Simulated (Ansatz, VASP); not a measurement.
Bi2Se3 in VASP and in Ansatz

The input INCAR:

```
ALGO = Normal ; EDIFF = 1E-7
ENCUT = 520 ; GGA = PS
ISIF = 2 ; ISMEAR = -1
LASPH = True ; LCHARG = False
LREAL = False ; LWAVE = False
NBANDS = 32 ; NELM = 80
PREC = Accurate ; SIGMA = 0.03
```

Contents of KPOINTS:

```
k-points
0
Gamma
  6 6 6
```

File POSCAR:

```
Bi2Se3
1.0
    2.1789124036      1.3121489696      9.5780047997
   -1.9640861900      1.2707189836      9.5365748138
    0.0715336865     -2.2965080533      9.5214103865
Bi Se
2 3
Direct
    0.4008000000      0.4008000000      0.4008000000
    0.5992000000      0.5992000000      0.5992000000
    0.0000000000      0.0000000000      0.0000000000
    0.2117000000      0.2117000000      0.2117000000
    0.7883000000      0.7883000000      0.7883000000
```

Input for Ansatz:

```yaml
crystal:
  lattice:
    - [2.1789124036, 1.3121489696, 9.5780047997]
    - [-1.96408619, 1.2707189836, 9.5365748138]
    - [0.0715336865, -2.2965080533, 9.5214103865]
  atoms:
    - { symbol: Bi, position: [0.4008, 0.4008, 0.4008] }
    - { symbol: Bi, position: [0.5992, 0.5992, 0.5992] }
    - { symbol: Se, position: [0.0, 0.0, 0.0] }
    - { symbol: Se, position: [0.2117, 0.2117, 0.2117] }
    - { symbol: Se, position: [0.7883, 0.7883, 0.7883] }
kpoints:
  mp_grid: { grid: [6, 6, 6] }
  band_path:
    path:
      - [0.0, 0.0, 0.0]
      - [-0.5, -0.5, -0.5]
      - [0.5, 0.0, 0.0]
      - [0.0, 0.0, 0.0]
      - [0.0, 0.0, 0.5]
      - [0.0, -0.5, 0.0]
      - [0.0, 0.0, 0.0]
      - [0.5, 0.0, 0.5]
      - [-0.5, -0.5, 0.0]
    npoints: 5
scf:
  occupations: { method: fermi_dirac, width: 0.03 }
hamiltonian:
  xc: pbesol
  pseudopotentials: { kind: all_electron, lapw: { basis_error: 0.0005 } }
output:
  forces: true
  stress: true
  eigenvalues: true
```

Change from the starting cell: equal xy, yz and zx shear strains of +2 %.

Alike in both runs: task single point; functional PBEsol; k mesh 6 × 6 × 6; occupations fermi-dirac, width 0.03 eV; no spin polarisation.

|  | VASP | Ansatz |
| --- | --- | --- |
| version | VASP 6.6.1 | Ansatz 0.2.0 |
| potentials or method | VASP PAW PBE potentials, release 64 (Bi_d, Se), cutoff 520 eV | all-electron LAPW, scalar-relativistic |

VASP gave:

```
pressure (GPa)                                                : -0.3
traceless stress, the component that is largest in VASP (GPa) : -1.14
rms of the force components (eV/Å)                            : 0.106
```

Question: Estimate Ansatz's values.

Answer: Pressure (GPa): -0.3; traceless stress, the component that is largest in VASP (GPa): -1.14; rms of the force components (eV/Å): 0.100.

VASP's potentials were made for PBE, not for PBEsol. Atom by atom the forces differ by 0.007 eV/Å (rms over components). Ansatz ran all-electron here, and VASP with PAW potentials.

Neither program's run includes spin-orbit coupling.
